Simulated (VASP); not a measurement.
Set up this calculation in VASP 6.6.1, as the native input.

```yaml
Task: single point
Functional: PBEsol
Potentials_or_basis: VASP PAW PBE potentials, release 64 (Nb_sv)
Cutoff: 500 eV
k_mesh: 20 × 20 × 20
Occupations: gaussian, width 0.15 eV
Spin: no spin polarisation
Dipole_correction: no
Further_INCAR_settings: ALGO = Normal; EDIFF = 1e-06; NBANDS = 12
```

The structure of Nb lies in POSCAR:

```
Nb
1.0
    0.0000000000      2.1150000000      2.1150000000
    2.2736250000      0.0000000000      2.1150000000
    2.2736250000      2.1150000000      0.0000000000
Nb
1
Direct
    0.0000000000      0.0000000000      0.0000000000
```

This cell differs from its parent crystal: strain +0.0750 x Voigt [1, 0, 0, 0, 0, 0].

One way to write it, as run:

INCAR

```
PREC = Accurate ; ENCUT = 500
EDIFF = 1E-6 ; ISMEAR = 0
SIGMA = 0.15 ; LREAL = False
LASPH = True ; NELM = 120
ALGO = Normal ; ISIF = 2
LWAVE = False ; LCHARG = False
GGA = PS ; NBANDS = 12
GGA_COMPAT = False
```

KPOINTS

```
regular mesh
0
Gamma
  20 20 20
```

Potentials or basis: VASP PAW PBE potentials, release 64 (Nb_sv).

Run with:

```console
$ cat potpaw_PBE.64/Nb_sv/POTCAR > POTCAR
$ mpirun -np 1 vasp_std > vasp.out
```

It gave:

```json
{
 "Pressure": "-17.2 GPa",
 "Band gap on the k mesh": "zero (an odd number of electrons rules out a gap without spin polarisation)"
}
```

Caveat: the cell differs from its parent crystal (strain +0.0750 x Voigt [1, 0, 0, 0, 0, 0]); the cell stands under tension; the PAW data sets were made with another functional, which shifts forces and pressure a little.

It took 2.5 min on 1 thread of Intel Xeon 8259CL, on a shared host, peak memory 0.26 GiB.
